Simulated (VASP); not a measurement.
# Zn (I4/mmm) in VASP: further runs

Zn is run at these levels: PBEsol; tasks: single point.

Program: VASP 6.6.1. These are calculated values, not measurements. Logs are shortened: lines on timing, memory, paths and dates and some standing lists are left out, and cuts for length are marked.

### Step 1. The cell of the first run

It takes space group I4/mmm (No. 139, tetragonal). The conventional cell has a = 3.060 Å, b = 3.060 Å, c = 2.968 Å, α = 90.00°, β = 90.00°, γ = 90.00°. Zn (site symmetry 4/mmm) has 14 Zn at 2.62 to 3.06 Å within 3.5 Å.

### Step 2. Single point, PBEsol (normal strain along x -0.0300, normal strain along z +0.0000)

INCAR reads:

```
SYSTEM = Zn
PREC = Accurate
ENCUT = 520
EDIFF = 1E-6
ISMEAR = 0
SIGMA = 0.15
LREAL = .FALSE.
LASPH = .TRUE.
NELM = 80
ALGO = Normal
ISIF = 2
LWAVE = .FALSE.
LCHARG = .TRUE.
GGA = PS
LELF = .TRUE.
LVHAR = .TRUE.
NBANDS = 12
```

KPOINTS reads:

```
regular mesh
0
G
  20 20 20
  0 0 0
```

POSCAR reads:

```
Zn
1.0
   -1.4841722663      1.5300745013      1.5300745013
    1.4841722663     -1.5300745013      1.5300745013
    1.4841722663      1.5300745013     -1.5300745013
Zn
1
Direct
    0.0000000000      0.0000000000      0.0000000000
```

Potentials or basis: VASP PAW PBE potentials, release 64 (Zn).

The run is started by

```sh
cat potpaw_PBE.64/Zn/POTCAR > POTCAR
mpirun -np 1 vasp_std > vasp.out
```

OUTCAR:

```text
SYSTEM = Zn
   PREC = Accurate
   ENCUT = 520
   EDIFF = 1E-6
   ISMEAR = 0
   LREAL = .FALSE.
   LASPH = .TRUE.
   NELM = 80
   ISIF = 2
   GGA = PS

 ion  position               nearest neighbor table
   1  0.000  0.000  0.000-

  LATTYP: Found a body centered tetragonal cell.
 ALAT       =     3.0601490026
 C/A-ratio  =     0.9700000000

  Lattice vectors:

 A1 = (  -1.4841722663,   1.5300745013,  -1.5300745013)
 A2 = (  -1.4841722663,  -1.5300745013,   1.5300745013)
 A3 = (   1.4841722663,   1.5300745013,   1.5300745013)

Analysis of symmetry for initial positions (statically):
=====================================================================
 Subroutine PRICEL returns:
 Original cell was already a primitive cell.

 Routine SETGRP: Setting up the symmetry group for a
 body centered tetragonal supercell.

 Subroutine GETGRP returns: Found 16 space group operations
 (whereof 16 operations were pure point group operations)
 out of a pool of 16 trial point group operations.

The static configuration has the point symmetry D_4h.

Analysis of symmetry for dynamics (positions and initial velocities):
=====================================================================
 Subroutine PRICEL returns:
 Original cell was already a primitive cell.

 Routine SETGRP: Setting up the symmetry group for a
 body centered tetragonal supercell.

 Subroutine GETGRP returns: Found 16 space group operations
 (whereof 16 operations were pure point group operations)
 out of a pool of 16 trial point group operations.

The dynamic configuration has the point symmetry D_4h.

 Subroutine INISYM returns: Found 16 space group operations
 (whereof 16 operations are pure point group operations),
 and found     1 'primitive' translations

----------------------------------------------------------------------------------------

                                     Primitive cell

  volume of cell :      13.8985

  direct lattice vectors                    reciprocal lattice vectors
    -1.484172266  1.530074501  1.530074501     0.000000000  0.326781473  0.326781473
     1.484172266 -1.530074501  1.530074501     0.336888117  0.000000000  0.326781473
     1.484172266  1.530074501 -1.530074501     0.336888117  0.326781473  0.000000000

  length of vectors
     2.623932788  2.623932788  2.623932788     0.462138792  0.469339679  0.469339679

  position of ions in fractional coordinates (direct lattice)
     0.000000000  0.000000000  0.000000000

  ion indices of the primitive-cell ions
   primitive index   ion index
                 1           1

----------------------------------------------------------------------------------------

 KPOINTS: regular mesh

Automatic generation of k-mesh.
 Grid dimensions read from file:
 generate k-points for:   20   20   20

 Generating k-lattice:

  Cartesian coordinates                     Fractional coordinates (reciprocal lattice)
     0.000000000  0.016339074  0.016339074     0.050000000  0.000000000  0.000000000
     0.016844406  0.000000000  0.016339074    -0.000000000  0.050000000  0.000000000
     0.016844406  0.016339074  0.000000000    -0.000000000  0.000000000  0.050000000

  Length of vectors
     0.023106940  0.023466984  0.023466984

  Shift w.r.t. Gamma in fractional coordinates (k-lattice)
     0.000000000  0.000000000  0.000000000

 Subroutine IBZKPT returns following result:
 ===========================================

 Found    641 irreducible k-points:

 Following reciprocal coordinates:
            Coordinates               Weight
  0.000000  0.000000  0.000000      1.000000
  0.050000  0.000000  0.000000      4.000000
  0.100000  0.000000  0.000000      4.000000
  0.150000  0.000000  0.000000      4.000000
  0.200000  0.000000  0.000000      4.000000
  0.250000  0.000000  0.000000      4.000000
[... 16 lines left out ...]
  0.050000  0.100000 -0.000000     16.000000
  0.100000  0.100000 -0.000000     16.000000
 [... further k-points ...]
   k-points           NKPTS =    641   k-points in BZ     NKDIM =    641   number of bands    NBANDS=     12
   number of dos      NEDOS =    301   number of ions     NIONS =      1
   total plane-waves  NPLWV =   8000
   dimension x,y,z NGX =    20 NGY =   20 NGZ =   20
   dimension x,y,z NGXF=    40 NGYF=   40 NGZF=   40
   ions per type =               1
   NGX,Y,Z   is equivalent  to a cutoff of  12.67, 12.67, 12.67 a.u.
   NGXF,Y,Z  is equivalent  to a cutoff of  25.34, 25.34, 25.34 a.u.
 SYSTEM =  Zn
   PREC   = accura    normal or accurate (medium, high low for compatibility)
   ISTART =      0    job   : 0-new  1-cont  2-samecut
   ICHARG =      2    charge: 1-file 2-atom 10-const
   ISPIN  =      1    spin polarized calculation?
   LNONCOLLINEAR =      F non collinear calculations
   LSORBIT =      F    spin-orbit coupling
   LASPH  =      T    aspherical Exc in radial PAW
   ENCUT  =  520.0 eV  38.22 Ry    6.18 a.u.   4.88  4.88  4.88*2*pi/ulx,y,z
   NELM   =     80;   NELMIN=  2; NELMDL= -5     # of ELM steps
   EDIFF  = 0.1E-05   stopping-criterion for ELM
   LREAL  =      F    real-space projection
   EDIFFG = 0.1E-04   stopping-criterion for IOM
   NSW    =      0    number of steps for IOM
   IBRION =     -1    ionic relax: 0-MD 1-quasi-New 2-CG
   NFREE  =      0    steps in history (QN), initial steepest desc. (CG)
   ISIF   =      2    stress and relaxation
   ISYM   =      2    0-nonsym 1-usesym 2-fastsym
   POTIM  = 0.5000    time-step for ionic-motion
   TEBEG  =    0.0;   TEEND  =   0.0 temperature during run
   PSTRESS=    0.0 pullay stress
   NELECT =      12.0000    total number of electrons
   NUPDOWN=      -1.0000    fix difference up-down
   EMIN   =  10.00;   EMAX   =-10.00  energy-range for DOS
   EFERMI =   0.00;   METHOD = LEGACY
   ISMEAR =     0;   SIGMA  =   0.15  broadening in eV -4-tet -1-fermi 0-gaus
   EFERMI_NEDOS =   21; number of points for ismear=-14 and -15
   IALGO  =     38    algorithm
   IMIX   =      4    mixing-type and parameters
     AMIX     =   0.40;   BMIX     =  1.00
     AMIX_MAG =   1.60;   BMIX_MAG =  1.00
  volume/ion in A,a.u.               =      13.90        93.79
  Fermi-wavevector in a.u.,A,eV,Ry     =   1.558878  2.945852 33.063521  2.430100
  Thomas-Fermi vector in A             =   2.662318
   LORBIT       =      0    0 simple, 1 ext, 2 COOP (PROOUT), +10 PAW based schemes
   GGA     = PS    functional components
   LHFCALC =     F    Hartree Fock is set to
   AEXX    =    0.0000 exact exchange contribution
   IVDW    =     0    specifies the selected vdW correction
   LEPSILON=     F    determine dielectric tensor
   LRPA    =     F    only Hartree local field effects (RPA)
 non-spin polarized calculation
 Gauss-broadening in eV      SIGMA  =   0.15
  energy-cutoff  :      520.00
  volume of cell :       13.90
 maximum number of plane-waves:       390
   NGX =  9   NGY =  9   NGZ =  9

 number of electron      11.9999984 magnetization

 Free energy of the ion-electron system (eV)
  ---------------------------------------------------
  ext. energy  EPLUGINS =         0.00000000
  ---------------------------------------------------
  free energy    TOTEN  =        -1.49261351 eV

  energy without entropy =       -1.48965103  energy(sigma->0) =       -1.49113227

 E-fermi :   3.8017     XC(G=0): -12.1960

 val. band max:        3.7897932721   @ k =   0.1500   0.4000   0.0000
 cond. band min:       3.8265818928   @ k =   0.5000  -0.4500   0.1000
 fundamental gap:      0.0367886207
 Fermi energy:         3.8016589498

 k-point     1 :       0.0000    0.0000    0.0000
  band No.  band energies     occupation
      1      -7.5311      2.00000
      2      -4.3797      2.00000
      3      -4.3110      2.00000
      4      -4.3110      2.00000
      5      -3.7648      2.00000
      6      -3.7024      2.00000
      7      24.0824      0.00000
      8      24.0824      0.00000
      9      24.8138      0.00000
     10      25.4101      0.00000
     11      25.4101      0.00000
     12      25.7989      0.00000

 k-point     2 :       0.0500    0.0000    0.0000
  band No.  band energies     occupation
      1      -7.4477      2.00000
      2      -4.3771      2.00000
      3      -4.3194      2.00000
      4      -4.2892      2.00000
      5      -3.7739      2.00000
      6      -3.7030      2.00000
      7      22.3538      0.00000
      8      23.9539      0.00000
      9      24.0596      0.00000
     10      24.9111      0.00000
     11      25.0089      0.00000
     12      25.1871      0.00000

 k-point     3 :       0.1000    0.0000    0.0000
  band No.  band energies     occupation
      1      -7.2004      2.00000
      2      -4.3689      2.00000
      3      -4.3439      2.00000
      4      -4.2254      2.00000
      5      -3.7975      2.00000
      6      -3.7045      2.00000
      7      19.6881      0.00000
      8      22.7337      0.00000
      9      23.0827      0.00000
     10      24.2121      0.00000
     11      24.4714      0.00000
     12      24.8363      0.00000
[... 286 lines left out ...]
 k-point    23 :       0.0500    0.1000   -0.0000
  band No.  band energies     occupation
      1      -6.9470      2.00000
      2      -4.4045      2.00000
      3      -4.3218      2.00000
      4      -4.1724      2.00000
      5      -3.7984      2.00000
      6      -3.7148      2.00000
      7      19.1987      0.00000
      8      19.8392      0.00000
      9      21.7130      0.00000
     10      23.5140      0.00000
     11      25.0020      0.00000
     12      25.8667      0.00000

 k-point    24 :       0.1000    0.1000   -0.0000
  band No.  band energies     occupation
      1      -6.5552      2.00000
      2      -4.4106      2.00000
      3      -4.3594      2.00000
      4      -4.0475      2.00000
      5      -3.8306      2.00000
      6      -3.7050      2.00000
      7      17.2153      0.00000
      8      18.0165      0.00000
      9      20.7412      0.00000
     10      23.6709      0.00000
     11      24.8953      0.00000
     12      26.5719      0.00000

 [... further k-points ...]

------------------------ aborting loop because EDIFF is reached ----------------------------------------

  FORCE on cell =-STRESS in cart. coord.  units (eV):
  Direction    XX          YY          ZZ          XY          YZ          ZX
  --------------------------------------------------------------------------------------
  -------------------------------------------------------------------------------------
  Total        0.1809767      0.2974364      0.2974364      0.0000000      0.0000000      0.0000000
  in kB       20.8623756     34.2874568     34.2874568      0.0000000      0.0000000      0.0000000
  external PRESSURE =      29.8124298 kB  Pullay stress =       0.0000000 kB

 VOLUME and BASIS-vectors are now :
 -----------------------------------------------------------------------------
  energy-cutoff  :      520.00
  volume of cell :       13.90
      direct lattice vectors                 reciprocal lattice vectors
    -1.484172266  1.530074501  1.530074501     0.000000000  0.326781473  0.326781473
     1.484172266 -1.530074501  1.530074501     0.336888117  0.000000000  0.326781473
     1.484172266  1.530074501 -1.530074501     0.336888117  0.326781473  0.000000000

 POSITION                                       TOTAL-FORCE (eV/Angst)
 -----------------------------------------------------------------------------------
      0.00000      0.00000      0.00000         0.000000      0.000000      0.000000
 -----------------------------------------------------------------------------------
    total drift:                                0.000000     -0.000000      0.000000

  FREE ENERGIE OF THE ION-ELECTRON SYSTEM (eV)
  ---------------------------------------------------
  free  energy   TOTEN  =        -1.4926135072 eV

  energy  without entropy=       -1.4896510343  energy(sigma->0) =       -1.49113227
```

It took 34 s on 1 thread of Intel Xeon 6975P-C (Granite Rapids), shared host; peak memory 0.21 GiB.

What came out:

```yaml
Free_energy: -1.4926 eV
Pressure: 3.0 GPa
Band_gap_on_the_k_mesh: zero (band 6 reaches 7.73 eV, above the bottom of band 7 at 2.70 eV)
```

Caveat: the cell differs from its parent crystal (normal strain along x -0.0300, normal strain along z +0.0000); the PAW data sets were made with another functional, which shifts forces and pressure a little.

(Part 1 of 3 ends here.)
